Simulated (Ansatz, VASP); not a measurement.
**PbS in VASP and in Ansatz**

```xyz
2
Lattice="0.0000 2.9233 2.9233 2.9233 0.0000 2.9233 2.9233 2.9233 0.0000" Properties=species:S:1:pos:R:3 pbc="T T T"
Pb    0.0000    0.0000    0.0000
S     2.9233    2.9233    2.9233
```

Alike in both runs: functional LDA; k mesh 10 × 10 × 10; occupations gaussian, width 0.01 eV; no spin polarisation.

Ansatz relaxed the structure, and its values are those at the end. VASP's run is a single point on that final structure, the one shown.

|  | VASP | Ansatz |
| --- | --- | --- |
| version | VASP 6.6.1 | Ansatz 0.2.0 |
| potentials or method | VASP PAW LDA potentials, release 64 (Pb_d, S) | scalar-relativistic, plane waves, PAW |
| plane-wave cutoff (eV) | 520 | 420 |
| valence electrons in the cell | 20 | 20 |

VASP gave:

| Property | Result |
| --- | --- |
| pressure (GPa) | 0.1 |

Q: Which values does Ansatz return?

A: Pressure (GPa): 0.0.

LDA's correlation is that of Perdew and Zunger in VASP and of Perdew and Wang (1992) in Ansatz.

Neither program's run includes spin-orbit coupling.
